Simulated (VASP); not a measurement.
# SiC (ref) (P6_3/mmc) in VASP: notebook

Runs on SiC (ref). Level: r2SCAN. Tasks: single point.

Program: VASP 6.6.1. These are calculated values, not measurements. Logs are shortened: lines on timing, memory, paths and dates and some standing lists are left out, and cuts for length are marked.

## 1. The cell of the first run

The structure is hexagonal, space group P6_3/mmc (No. 194). Conventional cell: a = 3.076 Å, b = 3.076 Å, c = 5.048 Å, α = 90.00°, β = 90.00°, γ = 120.00°. Si (site symmetry -6m2) has 3 C at 1.78 Å within 2.4 Å. Within 2.4 Å of C (site symmetry -6m2) lie 3 Si at 1.78 Å.

## 2. Single point, r2SCAN

POSCAR

```
SiC
1.0
    3.0760000000      0.0000000000      0.0000000000
   -1.5380000000      2.6638941420      0.0000000000
    0.0000000000      0.0000000000      5.0480000000
Si C
2 2
Direct
    0.3333333333      0.6666666667      0.0000000000
    0.6666666667      0.3333333333      0.5000000000
    0.3333333333      0.6666666667      0.5000000000
    0.6666666667      0.3333333333      1.0000000000
```

INCAR.step1

```
SYSTEM = SiC
PREC = Accurate
ENCUT = 520
ISMEAR = 0
SIGMA = 0.1
LREAL = .FALSE.
LASPH = .TRUE.
NELM = 100
NBANDS = 16
GGA = PE
ALGO = Normal
EDIFF = 1E-4
LWAVE = .TRUE.
LCHARG = .FALSE.
```

INCAR.step2

```
SYSTEM = SiC
PREC = Accurate
ENCUT = 520
EDIFF = 1E-6
ISMEAR = 0
SIGMA = 0.1
LREAL = .FALSE.
LASPH = .TRUE.
NELM = 100
ALGO = Normal
ISIF = 2
LWAVE = .FALSE.
LCHARG = .TRUE.
METAGGA = R2SCAN
LMIXTAU = .TRUE.
LELF = .TRUE.
LVHAR = .TRUE.
NBANDS = 16
ISTART = 1
```

KPOINTS

```
regular mesh
0
G
  6 6 4
  0 0 0
```

Potentials or basis: VASP PAW PBE potentials, release 64 (Si, C).

Command:

```sh
$ cat potpaw_PBE.64/Si/POTCAR potpaw_PBE.64/C/POTCAR > POTCAR
$ cp INCAR.step1 INCAR
$ mpirun -np 1 vasp_std > vasp.out
$ cp INCAR.step2 INCAR
$ mpirun -np 1 vasp_std > vasp.out
```

OUTCAR:

```text
SYSTEM = SiC
   PREC = Accurate
   ENCUT = 520
   EDIFF = 1E-6
   ISMEAR = 0
   LREAL = .FALSE.
   LASPH = .TRUE.
   NELM = 100
   ISIF = 2
   METAGGA = R2SCAN
   ISTART = 1

 ion  position               nearest neighbor table
   1  0.333  0.667  0.000-   4 1.78   4 1.78   4 1.78   3 2.52   3 2.52   2 3.09   2 3.09   2 3.09
                             2 3.09   2 3.09   2 3.09
   2  0.667  0.333  0.500-   3 1.78   3 1.78   3 1.78   4 2.52   4 2.52   1 3.09   1 3.09   1 3.09
                             1 3.09   1 3.09   1 3.09
   3  0.333  0.667  0.500-   2 1.78   2 1.78   2 1.78   1 2.52   1 2.52
   4  0.667  0.333  0.000-   1 1.78   1 1.78   1 1.78   2 2.52   2 2.52

  LATTYP: Found a hexagonal cell.
 ALAT       =     3.0760000000
 C/A-ratio  =     1.6410923277

  Lattice vectors:

 A1 = (   3.0760000000,   0.0000000000,   0.0000000000)
 A2 = (  -1.5380000000,   2.6638941420,   0.0000000000)
 A3 = (   0.0000000000,   0.0000000000,   5.0480000000)

Analysis of symmetry for initial positions (statically):
=====================================================================
 Subroutine PRICEL returns:
 Original cell was already a primitive cell.

 Routine SETGRP: Setting up the symmetry group for a
 hexagonal supercell.

 Subroutine GETGRP returns: Found 24 space group operations
 (whereof 12 operations were pure point group operations)
 out of a pool of 24 trial point group operations.

The static configuration has the point symmetry D_3h.
 The point group associated with its full space group is D_6h.

Analysis of symmetry for dynamics (positions and initial velocities):
=====================================================================
 Subroutine PRICEL returns:
 Original cell was already a primitive cell.

 Routine SETGRP: Setting up the symmetry group for a
 hexagonal supercell.

 Subroutine GETGRP returns: Found 24 space group operations
 (whereof 12 operations were pure point group operations)
 out of a pool of 24 trial point group operations.

The dynamic configuration has the point symmetry D_3h.
 The point group associated with its full space group is D_6h.

 Subroutine INISYM returns: Found 24 space group operations
 (whereof 12 operations are pure point group operations),
 and found     1 'primitive' translations

----------------------------------------------------------------------------------------

                                     Primitive cell

  volume of cell :      41.3640

  direct lattice vectors                    reciprocal lattice vectors
     3.076000000  0.000000000  0.000000000     0.325097529  0.187695146  0.000000000
    -1.538000000  2.663894142  0.000000000     0.000000000  0.375390292  0.000000000
     0.000000000  0.000000000  5.048000000     0.000000000  0.000000000  0.198098257

  length of vectors
     3.076000000  3.076000000  5.048000000     0.375390292  0.375390292  0.198098257

  position of ions in fractional coordinates (direct lattice)
     0.333333333  0.666666667  0.000000000
     0.666666667  0.333333333  0.500000000
     0.333333333  0.666666667  0.500000000
     0.666666667  0.333333333  0.000000000

  ion indices of the primitive-cell ions
   primitive index   ion index
                 1           1
                 2           2
                 3           3
                 4           4

----------------------------------------------------------------------------------------

 KPOINTS: regular mesh

Automatic generation of k-mesh.
 Grid dimensions read from file:
 generate k-points for:    6    6    4

 Generating k-lattice:

  Cartesian coordinates                     Fractional coordinates (reciprocal lattice)
     0.054182922  0.031282524  0.000000000     0.166666667  0.000000000  0.000000000
     0.000000000  0.062565049  0.000000000     0.000000000  0.166666667  0.000000000
     0.000000000  0.000000000  0.049524564     0.000000000  0.000000000  0.250000000

  Length of vectors
     0.062565049  0.062565049  0.049524564

  Shift w.r.t. Gamma in fractional coordinates (k-lattice)
     0.000000000  0.000000000  0.000000000

 Subroutine IBZKPT returns following result:
 ===========================================

 Found     21 irreducible k-points:

 Following reciprocal coordinates:
            Coordinates               Weight
  0.000000  0.000000  0.000000      1.000000
  0.166667  0.000000  0.000000      6.000000
  0.333333 -0.000000  0.000000      6.000000
  0.500000 -0.000000  0.000000      3.000000
  0.166667  0.166667  0.000000      6.000000
  0.333333  0.166667  0.000000     12.000000
[... 13 lines left out ...]
  0.333333  0.166667  0.500000     12.000000
  0.333333  0.333333  0.500000      2.000000
   k-points           NKPTS =     21   k-points in BZ     NKDIM =     21   number of bands    NBANDS=     16
   number of dos      NEDOS =    301   number of ions     NIONS =      4
   total plane-waves  NPLWV =  23040
   dimension x,y,z NGX =    24 NGY =   24 NGZ =   40
   dimension x,y,z NGXF=    48 NGYF=   48 NGZF=   80
   ions per type =               2   2
   NGX,Y,Z   is equivalent  to a cutoff of  12.97, 12.97, 13.17 a.u.
   NGXF,Y,Z  is equivalent  to a cutoff of  25.94, 25.94, 26.35 a.u.
 SYSTEM =  SiC
   PREC   = accura    normal or accurate (medium, high low for compatibility)
   ISTART =      1    job   : 0-new  1-cont  2-samecut
   ICHARG =      0    charge: 1-file 2-atom 10-const
   ISPIN  =      1    spin polarized calculation?
   LNONCOLLINEAR =      F non collinear calculations
   LSORBIT =      F    spin-orbit coupling
   LASPH  =      T    aspherical Exc in radial PAW
   ENCUT  =  520.0 eV  38.22 Ry    6.18 a.u.   5.72  5.72  9.39*2*pi/ulx,y,z
   NELM   =    100;   NELMIN=  2; NELMDL=  0     # of ELM steps
   EDIFF  = 0.1E-05   stopping-criterion for ELM
   LREAL  =      F    real-space projection
   EDIFFG = 0.1E-04   stopping-criterion for IOM
   NSW    =      0    number of steps for IOM
   IBRION =     -1    ionic relax: 0-MD 1-quasi-New 2-CG
   NFREE  =      0    steps in history (QN), initial steepest desc. (CG)
   ISIF   =      2    stress and relaxation
   ISYM   =      2    0-nonsym 1-usesym 2-fastsym
   POTIM  = 0.5000    time-step for ionic-motion
   TEBEG  =    0.0;   TEEND  =   0.0 temperature during run
   PSTRESS=    0.0 pullay stress
   NELECT =      16.0000    total number of electrons
   NUPDOWN=      -1.0000    fix difference up-down
   EMIN   =  10.00;   EMAX   =-10.00  energy-range for DOS
   EFERMI =   0.00;   METHOD = LEGACY
   ISMEAR =     0;   SIGMA  =   0.10  broadening in eV -4-tet -1-fermi 0-gaus
   EFERMI_NEDOS =   21; number of points for ismear=-14 and -15
   IALGO  =     38    algorithm
   IMIX   =      4    mixing-type and parameters
     AMIX     =   0.40;   BMIX     =  1.00
     AMIX_MAG =   1.60;   BMIX_MAG =  1.00
  volume/ion in A,a.u.               =      10.34        69.78
  Fermi-wavevector in a.u.,A,eV,Ry     =   1.192817  2.254098 19.358549  1.422813
  Thomas-Fermi vector in A             =   2.328847
   LORBIT       =      0    0 simple, 1 ext, 2 COOP (PROOUT), +10 PAW based schemes
   METAGGA = R2SCAN    functional components
   LHFCALC =     F    Hartree Fock is set to
   AEXX    =    0.0000 exact exchange contribution
   IVDW    =     0    specifies the selected vdW correction
   LEPSILON=     F    determine dielectric tensor
   LRPA    =     F    only Hartree local field effects (RPA)
 non-spin polarized calculation
 Gauss-broadening in eV      SIGMA  =   0.10
  energy-cutoff  :      520.00
  volume of cell :       41.36
 maximum number of plane-waves:      1132
 NGX is ok and might be reduce to    24
   NGX = 11   NGY = 11   NGZ = 19

 number of electron      16.0000000 magnetization

 Free energy of the ion-electron system (eV)
  ---------------------------------------------------
  ext. energy  EPLUGINS =         0.00000000
  ---------------------------------------------------
  free energy    TOTEN  =       -36.62680843 eV

  energy without entropy =      -36.62680843  energy(sigma->0) =      -36.62680843

 E-fermi :  10.5426     XC(G=0): -11.9623

 val. band max:       10.0593878807   @ k =   0.0000   0.0000   0.0000
 cond. band min:      11.0423381321   @ k =   0.5000  -0.0000   0.0000
 fundamental gap:      0.9829502514
 Fermi energy:        10.5425929751

 k-point     1 :       0.0000    0.0000    0.0000
  band No.  band energies     occupation
      1      -8.3445      2.00000
      2      -5.1192      2.00000
      3       0.2227      2.00000
      4       5.8733      2.00000
      5       5.8733      2.00000
      6       6.9836      2.00000
[... 8 lines left out ...]
     15      17.6688      0.00000
     16      19.0180      0.00000

 k-point     2 :       0.1667    0.0000    0.0000
  band No.  band energies     occupation
      1      -7.8461      2.00000
      2      -4.6900      2.00000
      3       0.7338      2.00000
      4       3.8172      2.00000
      5       5.2465      2.00000
      6       5.4989      2.00000
[... 8 lines left out ...]
     15      18.3340      0.00000
     16      19.8302      0.00000

 k-point     3 :       0.3333   -0.0000    0.0000
  band No.  band energies     occupation
      1      -6.4246      2.00000
      2      -3.6184      2.00000
      3       0.5746      2.00000
      4       2.1938      2.00000
      5       2.7040      2.00000
      6       4.3399      2.00000
[... 8 lines left out ...]
     15      18.6236      0.00000
     16      20.0184      0.00000

 k-point     4 :       0.5000   -0.0000    0.0000
  band No.  band energies     occupation
      1      -4.9086      2.00000
      2      -3.4770      2.00000
      3      -0.5267      2.00000
      4       0.7649      2.00000
      5       3.7015      2.00000
      6       3.9774      2.00000
[... 8 lines left out ...]
     15      19.0422      0.00000
     16      19.5894      0.00000
[... 267 lines left out ...]
 k-point    19 :       0.1667    0.1667    0.5000
  band No.  band energies     occupation
      1      -5.7571      2.00000
      2      -5.7571      2.00000
      3       2.3647      2.00000
      4       2.3647      2.00000
      5       4.4667      2.00000
      6       4.4667      2.00000
[... 8 lines left out ...]
     15      19.7006      0.00000
     16      19.7006      0.00000

 k-point    20 :       0.3333    0.1667    0.5000
  band No.  band energies     occupation
      1      -4.2281      2.00000
      2      -4.2281      2.00000
      3       0.0168      2.00000
      4       0.0168      2.00000
      5       3.2885      2.00000
      6       3.2885      2.00000
[... 8 lines left out ...]
     15      20.0947      0.00000
     16      20.0947      0.00000

 k-point    21 :       0.3333    0.3333    0.5000
  band No.  band energies     occupation
      1      -3.4375      2.00000
      2      -3.4375      2.00000
      3      -0.1974      2.00000
      4      -0.1974      2.00000
      5       1.6914      2.00000
      6       1.6914      2.00000
[... 8 lines left out ...]
     15      19.4356      0.00000
     16      19.4356      0.00000

------------------------ aborting loop because EDIFF is reached ----------------------------------------

  FORCE on cell =-STRESS in cart. coord.  units (eV):
  Direction    XX          YY          ZZ          XY          YZ          ZX
  --------------------------------------------------------------------------------------
  -------------------------------------------------------------------------------------
  Total        3.7255175      3.7255175      0.5563270      0.0000000     -0.0000000      0.0000000
  in kB      144.3027325    144.3027325     21.5485501      0.0000000     -0.0000000      0.0000000
  external PRESSURE =     103.3846717 kB  Pullay stress =       0.0000000 kB

 VOLUME and BASIS-vectors are now :
 -----------------------------------------------------------------------------
  energy-cutoff  :      520.00
  volume of cell :       41.36
      direct lattice vectors                 reciprocal lattice vectors
     3.076000000  0.000000000  0.000000000     0.325097529  0.187695146  0.000000000
    -1.538000000  2.663894142  0.000000000     0.000000000  0.375390292  0.000000000
     0.000000000  0.000000000  5.048000000     0.000000000  0.000000000  0.198098257

 POSITION                                       TOTAL-FORCE (eV/Angst)
 -----------------------------------------------------------------------------------
     -0.00000      1.77593      0.00000         0.000000     -0.000000      0.000000
      1.53800      0.88796      2.52400        -0.000000      0.000000      0.000000
     -0.00000      1.77593      2.52400        -0.000000      0.000000      0.000000
      1.53800      0.88796      0.00000         0.000000      0.000000      0.000000
 -----------------------------------------------------------------------------------
    total drift:                               -0.000000      0.000000     -0.000000

  FREE ENERGIE OF THE ION-ELECTRON SYSTEM (eV)
  ---------------------------------------------------
  free  energy   TOTEN  =       -36.6268084301 eV

  energy  without entropy=      -36.6268084301  energy(sigma->0) =      -36.62680843
```

Wall time 33 s (1 thread of AMD EPYC 9R45 (Zen 5), shared host); peak memory 0.13 GiB.

What came out:

* Free energy: -36.6268 eV
* Pressure: 10.3 GPa
* Band gap on the k mesh: 0.98 eV, indirect (least direct gap 3.27 eV)

Caveat: the PAW data sets were made with another functional, which shifts forces and pressure a little.

[end of part 1 of 2]
